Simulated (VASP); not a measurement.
# LiSi3N2 (P6/mmm) in VASP: notebook

The runs below take LiSi3N2 through single point, relaxation of cell and atoms, with PBE.

Program: VASP 6.6.1. These are calculated values, not measurements. Logs are shortened: lines on timing, memory, paths and dates and some standing lists are left out, and cuts for length are marked.

**1. The cell of the first run**

Symmetry: P6/mmm, No. 191, hexagonal system. Conventional cell: a = 5.359 Å, b = 5.359 Å, c = 2.794 Å, α = 90.00°, β = 90.00°, γ = 120.00°. Li (site symmetry 6/mmm) has 2 Li at 2.79 Å and 12 Si at 3.02 Å and 6 N at 3.09 Å within 3.7 Å. Si (site symmetry mmm) has 4 N at 2.08 Å and 6 Si at 2.68 to 2.79 Å within 2.8 Å. Within 2.8 Å of N (site symmetry -6m2) lie 6 Si at 2.08 Å and 2 N at 2.79 Å.

The cell was generated, and may not be a known phase.

**2. Single point, PBE**

The input, INCAR:

```
ALGO     = Normal         # electronic algorithm
EDIFF    = 1E-6           # SCF threshold, eV
ENCUT    = 520            # plane-wave cutoff, eV
GGA      = PE             # functional
ISIF     = 2              # what is computed and relaxed
ISMEAR   = 0              # smearing method
LASPH    = T              # aspherical terms in the spheres
LCHARG   = F              # write CHGCAR
LREAL    = F              # projectors in reciprocal space
LWAVE    = F              # write WAVECAR
NBANDS   = 22             # bands
NELM     = 60             # most SCF steps
PREC     = Accurate       # precision mode
SIGMA    = 0.1            # smearing width, eV
```

The input, KPOINTS:

```
k-points
0
Gamma
  6 6 6
```

The input, POSCAR:

```
LiSi3N2
1.0
    5.3587058019      0.0000000029      0.0000000000
   -2.6793529034      4.6407753544      0.0000000000
    0.0000000000      0.0000000000      2.7939074529
Li Si N
1 3 2
Direct
    0.0000000000      0.0000000000      0.0000000000
    0.0000000000      0.5000000000      0.5000000000
    0.5000000000      0.0000000000      0.5000000000
    0.5000000000      0.5000000000      0.5000000000
    0.6666666667      0.3333333333      0.0000000000
    0.3333333333      0.6666666667      0.0000000000
```

Potentials or basis: VASP PAW PBE potentials, release 64 (Li_sv, Si, N).

Command:

```console
cat potpaw_PBE.64/Li_sv/POTCAR potpaw_PBE.64/Si/POTCAR potpaw_PBE.64/N/POTCAR > POTCAR
mpirun -np 1 vasp_std > vasp.out
```

OUTCAR:

```text
EDIFF = 1E-6
   ENCUT = 520
   GGA = PE
   ISIF = 2
   ISMEAR = 0
   LASPH = T
   LREAL = F
   NELM = 60
   PREC = Accurate

 ion  position               nearest neighbor table
   1  0.000  0.000  0.000-
   2  0.000  0.500  0.500-   5 2.08   6 2.08   5 2.08   6 2.08   4 2.68   4 2.68   3 2.68   3 2.68

   3  0.500  0.000  0.500-   5 2.08   6 2.08   5 2.08   6 2.08   4 2.68   4 2.68   2 2.68   2 2.68

   4  0.500  0.500  0.500-   5 2.08   6 2.08   5 2.08   6 2.08   3 2.68   3 2.68   2 2.68   2 2.68

   5  0.667  0.333  0.000-   3 2.08   3 2.08   2 2.08   2 2.08   4 2.08   4 2.08
   6  0.333  0.667  0.000-   3 2.08   3 2.08   2 2.08   2 2.08   4 2.08   4 2.08

  LATTYP: Found a hexagonal cell.
 ALAT       =     5.3587058019
 C/A-ratio  =     0.5213772795

  Lattice vectors:

 A1 = (   5.3587058019,   0.0000000029,   0.0000000000)
 A2 = (  -2.6793529034,   4.6407753544,   0.0000000000)
 A3 = (   0.0000000000,   0.0000000000,   2.7939074529)

Analysis of symmetry for initial positions (statically):
=====================================================================
 Subroutine PRICEL returns:
 Original cell was already a primitive cell.

 Routine SETGRP: Setting up the symmetry group for a
 hexagonal supercell.

 Subroutine GETGRP returns: Found 24 space group operations
 (whereof 24 operations were pure point group operations)
 out of a pool of 24 trial point group operations.

The static configuration has the point symmetry D_6h.

Analysis of symmetry for dynamics (positions and initial velocities):
=====================================================================
 Subroutine PRICEL returns:
 Original cell was already a primitive cell.

 Routine SETGRP: Setting up the symmetry group for a
 hexagonal supercell.

 Subroutine GETGRP returns: Found 24 space group operations
 (whereof 24 operations were pure point group operations)
 out of a pool of 24 trial point group operations.

The dynamic configuration has the point symmetry D_6h.

 Subroutine INISYM returns: Found 24 space group operations
 (whereof 24 operations are pure point group operations),
 and found     1 'primitive' translations

----------------------------------------------------------------------------------------

                                     Primitive cell

  volume of cell :      69.4804

  direct lattice vectors                    reciprocal lattice vectors
     5.358705802  0.000000003  0.000000000     0.186612223  0.107740617  0.000000000
    -2.679352903  4.640775354  0.000000000    -0.000000000  0.215481234  0.000000000
     0.000000000  0.000000000  2.793907453     0.000000000  0.000000000  0.357921662

  length of vectors
     5.358705802  5.358705802  2.793907453     0.215481234  0.215481234  0.357921662

  position of ions in fractional coordinates (direct lattice)
     0.000000000  0.000000000  0.000000000
     0.000000000  0.500000000  0.500000000
     0.500000000  1.000000000  0.500000000
     0.500000000  0.500000000  0.500000000
     0.666666667  0.333333333  0.000000000
     0.333333333  0.666666667  0.000000000

  ion indices of the primitive-cell ions
   primitive index   ion index
                 1           1
                 2           2
                 3           3
                 4           4
                 5           5
                 6           6

----------------------------------------------------------------------------------------

 KPOINTS: k-points

Automatic generation of k-mesh.
 Grid dimensions read from file:
 generate k-points for:    6    6    6

 Generating k-lattice:

  Cartesian coordinates                     Fractional coordinates (reciprocal lattice)
     0.031102037  0.017956770  0.000000000     0.166666667 -0.000000000  0.000000000
    -0.000000000  0.035913539  0.000000000     0.000000000  0.166666667  0.000000000
     0.000000000  0.000000000  0.059653610     0.000000000  0.000000000  0.166666667

  Length of vectors
     0.035913539  0.035913539  0.059653610

  Shift w.r.t. Gamma in fractional coordinates (k-lattice)
     0.000000000  0.000000000  0.000000000

 Subroutine IBZKPT returns following result:
 ===========================================

 Found     28 irreducible k-points:

 Following reciprocal coordinates:
            Coordinates               Weight
  0.000000  0.000000  0.000000      1.000000
  0.166667  0.000000  0.000000      6.000000
  0.333333  0.000000  0.000000      6.000000
  0.500000  0.000000  0.000000      3.000000
  0.166667  0.166667  0.000000      6.000000
  0.333333  0.166667  0.000000     12.000000
[... 16 lines left out ...]
  0.166667  0.000000  0.500000      6.000000
  0.333333  0.000000  0.500000      6.000000
 [... further k-points ...]
   k-points           NKPTS =     28   k-points in BZ     NKDIM =     28   number of bands    NBANDS=     22
   number of dos      NEDOS =    301   number of ions     NIONS =      6
   total plane-waves  NPLWV =  38400
[... 84 lines left out ...]
  band No.  band energies     occupation
      1     -37.8432      2.00000
      2     -10.6592      2.00000
      3      -9.0329      2.00000
      4      -2.0877      2.00000
      5      -1.8399      2.00000
      6       0.9736      2.00000
[... 14 lines left out ...]
     21      15.4446      0.00000
     22      16.7723      0.00000

 k-point     3 :       0.3333    0.0000    0.0000
  band No.  band energies     occupation
      1     -37.8432      2.00000
      2     -10.4280      2.00000
      3      -9.3806      2.00000
      4      -2.2785      2.00000
      5      -1.5797      2.00000
      6       0.7375      2.00000
[... 14 lines left out ...]
     21      15.8505      0.00000
     22      16.7833      0.00000

 k-point     4 :       0.5000    0.0000    0.0000
  band No.  band energies     occupation
      1     -37.8432      2.00000
      2     -10.2307      2.00000
      3      -9.6334      2.00000
      4      -2.3617      2.00000
      5      -1.4583      2.00000
      6       0.6821      2.00000
[... 14 lines left out ...]
     21      15.6514      0.00000
     22      16.5474      0.00000

 k-point     5 :       0.1667    0.1667    0.0000
  band No.  band energies     occupation
      1     -37.8432      2.00000
      2     -10.4974      2.00000
      3      -9.2826      2.00000
      4      -2.2940      2.00000
      5      -1.5411      2.00000
      6       0.6745      2.00000
[... 14 lines left out ...]
     21      15.7640      0.00000
     22      17.2308      0.00000

 k-point     6 :       0.3333    0.1667    0.0000
  band No.  band energies     occupation
      1     -37.8432      2.00000
      2     -10.2315      2.00000
      3      -9.6320      2.00000
      4      -2.4863      2.00000
      5      -1.1474      2.00000
      6       0.3611      2.00000
[... 14 lines left out ...]
     21      15.9443      0.00000
     22      16.5627      0.00000

 k-point     7 :       0.3333    0.3333    0.0000
  band No.  band energies     occupation
      1     -37.8431      2.00000
      2      -9.9450      2.00000
      3      -9.9450      2.00000
      4      -2.6149      2.00000
      5      -0.3808      2.00000
      6      -0.3808      2.00000
[... 324 lines left out ...]
      6      -0.7252      2.00000
[... 14 lines left out ...]
     21      14.7456      0.00000
     22      15.1454      0.00000

 k-point    21 :       0.3333    0.3333    0.3333
  band No.  band energies     occupation
      1     -37.8310      2.00000
      2      -8.5941      2.00000
      3      -8.5941      2.00000
      4      -1.5587      2.00000
      5      -1.5587      2.00000
      6      -0.8467      2.00000
[... 14 lines left out ...]
     21      14.8265      0.00000
     22      14.8265      0.00000

 k-point    22 :       0.0000    0.0000    0.5000
  band No.  band energies     occupation
      1     -37.8269      2.00000
      2      -8.4167      2.00000
      3      -7.1380      2.00000
      4      -4.0619      2.00000
      5      -1.5582      2.00000
      6       0.8198      2.00000
[... 14 lines left out ...]
     21      16.0246      0.00000
     22      16.2631      0.00000

 k-point    23 :       0.1667    0.0000    0.5000
  band No.  band energies     occupation
      1     -37.8269      2.00000
      2      -8.3541      2.00000
      3      -7.2309      2.00000
      4      -3.9493      2.00000
      5      -1.7715      2.00000
      6       0.7594      2.00000
[... 14 lines left out ...]
     21      14.7655      0.00000
     22      16.2319      0.00000

 k-point    24 :       0.3333    0.0000    0.5000
  band No.  band energies     occupation
      1     -37.8269      2.00000
      2      -8.1871      2.00000
      3      -7.4573      2.00000
      4      -3.6437      2.00000
      5      -2.2622      2.00000
      6       0.6494      2.00000
[... 14 lines left out ...]
     21      14.7524      0.00000
     22      15.1555      0.00000

 [... further k-points ...]
[... 5 lines left out ...]
  --------------------------------------------------------------------------------------
  -------------------------------------------------------------------------------------
  Total        0.0072569      0.0072569     -0.1566763      0.0000000      0.0000000     -0.0000000
  in kB        0.1673388      0.1673388     -3.6128624      0.0000000      0.0000000     -0.0000000
  external PRESSURE =      -1.0927282 kB  Pullay stress =       0.0000000 kB

 VOLUME and BASIS-vectors are now :
 -----------------------------------------------------------------------------
  energy-cutoff  :      520.00
  volume of cell :       69.48
      direct lattice vectors                 reciprocal lattice vectors
     5.358705802  0.000000003  0.000000000     0.186612223  0.107740617  0.000000000
    -2.679352903  4.640775354  0.000000000    -0.000000000  0.215481234  0.000000000
     0.000000000  0.000000000  2.793907453     0.000000000  0.000000000  0.357921662

 POSITION                                       TOTAL-FORCE (eV/Angst)
 -----------------------------------------------------------------------------------
      0.00000      0.00000      0.00000         0.000000      0.000000      0.000000
     -1.33968      2.32039      1.39695         0.000000      0.000000      0.000000
      2.67935      0.00000      1.39695        -0.000000      0.000000      0.000000
      1.33968      2.32039      1.39695         0.000000      0.000000      0.000000
      2.67935      1.54693      0.00000        -0.000000     -0.000000      0.000000
     -0.00000      3.09385      0.00000         0.000000      0.000000      0.000000
 -----------------------------------------------------------------------------------
    total drift:                                0.000000     -0.000000      0.000000

  FREE ENERGIE OF THE ION-ELECTRON SYSTEM (eV)
  ---------------------------------------------------
  free  energy   TOTEN  =       -31.7144557205 eV

  energy  without entropy=      -31.7024361843  energy(sigma->0) =      -31.70844595
```

Run time: 58 s. Hardware: 1 thread of Oxide Virtual Turin-like, shared host; peak memory 0.16 GiB.

Results:

* Free energy: -31.7145 eV
* Band gap on the k mesh: zero (an odd number of electrons rules out a gap without spin polarisation)

Levels at points of the mesh, in eV from the Fermi level:
| k point | band 8 | band 9 | band 10 | band 11 | band 12 | band 13 | band 14 | band 15 | band 16 | band 17 |
| --- | --- | --- | --- | --- | --- | --- | --- | --- | --- | --- |
| (0.00, 0.00, 0.00) | -5.13 | -4.70 | -3.87 | -0.69 | -0.69 | 2.10 | 2.43 | 2.84 | 2.84 | 5.23 |
| (0.50, 0.00, 0.00) | -4.44 | -4.16 | -2.69 | -2.47 | -1.37 | -0.85 | 2.23 | 2.59 | 3.70 | 3.96 |
| (0.00, 0.00, 0.50) | -4.64 | -4.64 | -3.93 | -3.93 | -1.90 | -1.90 | -0.94 | 0.88 | 4.13 | 4.13 |
| (0.50, 0.00, 0.50) | -5.39 | -4.71 | -4.46 | -4.14 | -1.12 | 1.09 | 1.46 | 2.70 | 2.71 | 3.23 |

Caveat: the k points lie up to 0.37 Å⁻¹ apart, too coarse for converged energies and pressures of a metal; the cutoff is under 1.25 times the usual one of these potentials, so pressure, stress and relaxed cells hold a basis-set (Pulay) error; an odd number of electrons without spin polarisation forces a metal; a magnetic or distorted state may lie lower.

**3. Single point, PBE**

This run uses another cell than the first one, of 12.59 Å³/atom.

The input, INCAR:

```
ALGO     = Normal         # electronic algorithm
EDIFF    = 1E-6           # SCF threshold, eV
ENCUT    = 520            # plane-wave cutoff, eV
GGA      = PE             # functional
ISIF     = 2              # what is computed and relaxed
ISMEAR   = 0              # smearing method
LASPH    = True           # aspherical terms in the spheres
LCHARG   = False          # write CHGCAR
LREAL    = False          # projectors in reciprocal space
LWAVE    = False          # write WAVECAR
NBANDS   = 22             # bands
NELM     = 100            # most SCF steps
PREC     = Accurate       # precision mode
SIGMA    = 0.1            # smearing width, eV
```

KPOINTS is that of step 2.

The input, POSCAR:

```
LiSi3N2
1.0
    5.4212399700      0.0000000000      0.0000000000
   -2.7106199900      4.6949315300      0.0000000000
    0.0000000000      0.0000000000      2.9670522800
Li Si N
1 3 2
Direct
    0.0000000000      0.0000000000      0.0000000000
    0.0000000000      0.5000000000      0.5000000000
    0.5000000000      0.0000000000      0.5000000000
    0.5000000000      0.5000000000      0.5000000000
    0.6666666700      0.3333333300      0.0000000000
    0.3333333300      0.6666666700      0.0000000000
```

Potentials or basis: VASP PAW PBE potentials, release 64 (Li_sv, Si, N).

Command:

```console
cat potpaw_PBE.64/Li_sv/POTCAR potpaw_PBE.64/Si/POTCAR potpaw_PBE.64/N/POTCAR > POTCAR
mpirun -np 1 vasp_std > vasp.out
```

Wall time 64 s (1 thread of Oxide Virtual Turin-like, shared host); peak memory 0.17 GiB.

Results (log left out):

```
Free energy            : -31.4894 eV
Band gap on the k mesh : zero (an odd number of electrons rules out a gap without spin polarisation)
```

Levels at points of the mesh, in eV from the Fermi level:
| k point | band 8 | band 9 | band 10 | band 11 | band 12 | band 13 | band 14 | band 15 | band 16 | band 17 |
| --- | --- | --- | --- | --- | --- | --- | --- | --- | --- | --- |
| (0.00, 0.00, 0.00) | -5.24 | -4.56 | -3.55 | -0.18 | -0.18 | 1.04 | 1.86 | 2.60 | 2.60 | 5.49 |
| (0.50, 0.00, 0.00) | -4.25 | -3.92 | -2.54 | -2.25 | -1.19 | -0.83 | 2.43 | 2.52 | 3.43 | 3.71 |
| (0.00, 0.00, 0.50) | -4.08 | -4.08 | -3.81 | -3.81 | -1.85 | -1.85 | -0.73 | 1.01 | 4.38 | 4.38 |
| (0.50, 0.00, 0.50) | -4.79 | -4.53 | -4.31 | -3.30 | -1.01 | 1.13 | 1.25 | 2.43 | 2.88 | 3.53 |

Caveat: the cutoff is under 1.25 times the usual one of these potentials, so pressure, stress and relaxed cells hold a basis-set (Pulay) error; an odd number of electrons without spin polarisation forces a metal; a magnetic or distorted state may lie lower.

**4. Relaxation of cell and atoms, PBE**

This run uses another cell than the first one, of 12.59 Å³/atom.

The input, INCAR:

```
ALGO = Fast
EDIFF = 1E-7
EDIFFG = -0.04
ENCUT = 600
GGA = PE
IBRION = 2
ISIF = 3
ISMEAR = 0
LASPH = T
LCHARG = F
LREAL = F
LWAVE = F
NELM = 100
NSW = 90
PREC = Accurate
SIGMA = 0.1
```

KPOINTS is that of step 3.

POSCAR is that of step 3.

Command:

```console
cat potpaw_PBE.64/Li_sv/POTCAR potpaw_PBE.64/Si/POTCAR potpaw_PBE.64/N/POTCAR > POTCAR
mpirun -np 1 vasp_std > vasp.out
```

Run time: 10 min. Hardware: 1 thread of Oxide Virtual Turin-like, shared host; peak memory 0.21 GiB.

The run converged. Its results:

```
Free energy                           : -31.7253 eV
Relaxed volume                        : 11.59 Å³/atom
Relaxed cell                          : a = 5.365 Å, b = 5.365 Å, c = 2.789 Å, α = 90.00°, β = 90.00°, γ = 120.00°
Space group after relaxing (to 0.1 Å) : P6/mmm (No. 191)
Energy gained by relaxing             : 38.8 meV/atom
Ionic steps                           : 7
Pressure after relaxing               : -0.2 GPa
Band gap on the k mesh                : zero (an odd number of electrons rules out a gap without spin polarisation)
```

Step by step:
| step | energy change (eV) | largest force (eV/Å) | pressure (GPa) | volume (Å³) |
| --- | --- | --- | --- | --- |
| 1 | 0.0000 | 0.0000 | -8.66 | 75.52 |
| 2 | -0.2186 | 0.0000 | 1.01 | 68.31 |
| 3 | -0.2191 | 0.0000 | 0.44 | 68.64 |
| 4 | -0.2274 | 0.0000 | 0.45 | 68.81 |
| 5 | -0.2321 | 0.0000 | 0.45 | 69.00 |
| 6 | -0.2325 | 0.0000 | 0.45 | 69.08 |
| 7 | -0.2328 | 0.0000 | -0.23 | 69.52 |

Final structure:
```xyz
6
Lattice="5.3654 0.0000 0.0000 -2.6827 4.6465 0.0000 0.0000 0.0000 2.7886" Properties=species:S:1:pos:R:3 pbc="T T T"
Li   -2.6827    4.6465    0.0000
Si   -1.3413    2.3233    1.3943
Si    0.0000    4.6465    1.3943
Si    1.3413    2.3233    1.3943
N     2.6827    1.5488    0.0000
N     0.0000    3.0977    0.0000
```

Levels at points of the mesh, in eV from the Fermi level:
| k point | band 8 | band 9 | band 10 | band 11 | band 12 | band 13 | band 14 | band 15 | band 16 |
| --- | --- | --- | --- | --- | --- | --- | --- | --- | --- |
| (0.00, 0.00, 0.00) | -5.12 | -4.66 | -3.84 | -0.71 | -0.71 | 2.16 | 2.47 | 2.84 | 2.84 |
| (0.50, 0.00, 0.00) | -4.40 | -4.14 | -2.70 | -2.46 | -1.38 | -0.84 | 2.21 | 2.58 | 3.74 |
| (0.00, 0.00, 0.50) | -4.65 | -4.65 | -3.91 | -3.91 | -1.88 | -1.88 | -0.93 | 0.86 | 4.13 |
| (0.50, 0.00, 0.50) | -5.40 | -4.69 | -4.44 | -4.15 | -1.12 | 1.10 | 1.46 | 2.68 | 2.71 |

Caveat: the cutoff is under 1.25 times the usual one of these potentials, so pressure, stress and relaxed cells hold a basis-set (Pulay) error; an odd number of electrons without spin polarisation forces a metal; a magnetic or distorted state may lie lower.

**5. Overview**

```tsv
task	cell	cutoff (eV)	gap on the mesh (eV)
single point	a = 5.359, b = 5.359, c = 2.794 Å, angles 90.0, 90.0, 120.0°, 6 atoms	520	none
single point	a = 5.421, b = 5.421, c = 2.967 Å, angles 90.0, 90.0, 120.0°, 6 atoms	520	none
relaxation of cell and atoms	relaxed from a = 5.421, b = 5.421, c = 2.967 Å, angles 90.0, 90.0, 120.0°, 6 atoms	600	none
```

Alike in all rows: level PBE; potentials or basis VASP PAW PBE potentials, release 64 (Li_sv, Si, N); no spin polarisation; k mesh 6 × 6 × 6; smearing gaussian 0.1 eV.

Caveats: some runs use coarse meshes; the cutoff is under 1.25 times the usual one of these potentials, so pressure, stress and relaxed cells hold a basis-set (Pulay) error; an odd number of electrons without spin polarisation forces a metal; a magnetic or distorted state may lie lower.

Absolute energies hang on the potentials; compare differences alone.
